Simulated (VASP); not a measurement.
Set up this calculation in VASP 6.6.1, as the native input.

```yaml
Task: single point
Functional: PBE
Potentials_or_basis: VASP PAW PBE potentials, release 64 (Cd)
Cutoff: 520 eV
k_mesh: 18 × 18 × 18
Occupations: gaussian, width 0.15 eV
Spin: no spin polarisation
Dipole_correction: no
Further_INCAR_settings: ALGO = Fast; EDIFF = 1e-06; NBANDS = 12
```

The structure of Cd lies in POSCAR:

```
Cd
1.0
    0.0194088103      2.2181497500      2.2181497500
    2.2375585603      0.0000000000      2.2375585603
    2.2181497500      2.2181497500      0.0194088103
Cd
1
Direct
    0.0000000000      0.0000000000      0.0000000000
```

This cell differs from its parent crystal: strain +0.0175 x Voigt [0, 0, 0, 0, 1, 0].

These files were run (other wordings do the same):

INCAR

```
SYSTEM = Cd
ALGO = Fast ; EDIFF = 1E-6
ENCUT = 520 ; GGA = PE
ISIF = 2 ; ISMEAR = 0
LASPH = .True. ; LCHARG = .False.
LREAL = .False. ; LWAVE = .False.
NBANDS = 12 ; NELM = 60
PREC = Accurate ; SIGMA = 0.15
```

KPOINTS

```
k-points
0
Gamma
  18 18 18
  0 0 0
```

Potentials or basis: VASP PAW PBE potentials, release 64 (Cd).

Launch:

```sh
$ cat potpaw_PBE.64/Cd/POTCAR > POTCAR
$ mpirun -np 1 vasp_std > vasp.out
```

Results of the run:

```
Pressure               : 2.5 GPa
Band gap on the k mesh : zero (band 6 reaches 4.38 eV, above the bottom of band 7 at 1.41 eV)
```

Caveat: the cell differs from its parent crystal (strain +0.0175 x Voigt [0, 0, 0, 0, 1, 0]).

Wall time 87 s on 1 thread of Intel Xeon 6975P-C, with other jobs on the host, peak memory 0.32 GiB.
